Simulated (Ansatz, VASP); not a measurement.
**SrTiO3: VASP beside Ansatz**

File INCAR:

```
SYSTEM = SrTiO3
PREC = Accurate ; ENCUT = 520
EDIFF = 1E-8 ; ISMEAR = -1
SIGMA = 0.05 ; LREAL = .FALSE.
LASPH = .TRUE. ; NELM = 80
ALGO = Normal ; ISIF = 2
LWAVE = .FALSE. ; LCHARG = .FALSE.
GGA = PE ; LEFG = .TRUE.
NBANDS = 28
```

Contents of KPOINTS:

```
regular mesh
0
G
  7 7 7
  0 0 0
```

File POSCAR:

```
SrTiO3
1.0
    3.8919397018      0.0000000000      0.0000000000
    0.0000000000      3.8919397018      0.0000000000
    0.0000000000      0.0000000000      3.8919397018
Sr Ti O
1 1 3
Direct
    0.0000000000      0.0000000000      0.0000000000
    0.5000000000      0.5000000000      0.5000000000
    0.0000000000      0.5000000000      0.5000000000
    0.5000000000      0.0000000000      0.5000000000
    0.5000000000      0.5000000000      0.0000000000
```

Input for Ansatz:

```yaml
crystal:
  lattice:
    - [3.8919397018, 0.0, 0.0]
    - [0.0, 3.8919397018, 0.0]
    - [0.0, 0.0, 3.8919397018]
  atoms:
    - { symbol: Sr, position: [0.0, 0.0, 0.0] }
    - { symbol: Ti, position: [0.5, 0.5, 0.5] }
    - { symbol: O, position: [0.0, 0.5, 0.5] }
    - { symbol: O, position: [0.5, 0.0, 0.5] }
    - { symbol: O, position: [0.5, 0.5, 0.0] }
kpoints:
  mp_grid: { grid: [7, 7, 7] }
scf:
  occupations: { method: fermi_dirac, width: 0.05 }
hamiltonian:
  xc: pbe
  pseudopotentials: { kind: paw }
output:
  forces: true
  stress: true
  eigenvalues: true
  efg: { contact_densities: true }
```

Change from the starting cell: volume scaled by 0.99, PAW files.

Alike in both runs: task electric field gradients; functional PBE; k mesh 7 × 7 × 7; occupations fermi-dirac, width 0.05 eV; no spin polarisation.

|  | VASP | Ansatz |
| --- | --- | --- |
| version | VASP 6.6.1 | Ansatz 0.2.0 |
| potentials or method | VASP PAW PBE potentials, release 64 (Sr_sv, Ti_sv, O) | PAW with Ansatz's default frozen-core files, scalar-relativistic |
| plane-wave cutoff (eV) | 520 | 420 |
| valence electrons in the cell | 40 | 40 |

Ansatz gave:

| Item | Value |
| --- | --- |
| gap on the k mesh at the Fermi level (eV) | 1.97 |
| pressure (GPa) | 6.3 |
| size of Vzz on the site where it differs most (V/Å²) | 11.9 |

Q: Which values does VASP return?

A: gap on the k mesh at the Fermi level (eV): 1.94; pressure (GPa): 6.9; size of Vzz on the site where it differs most (V/Å²): 10.4.
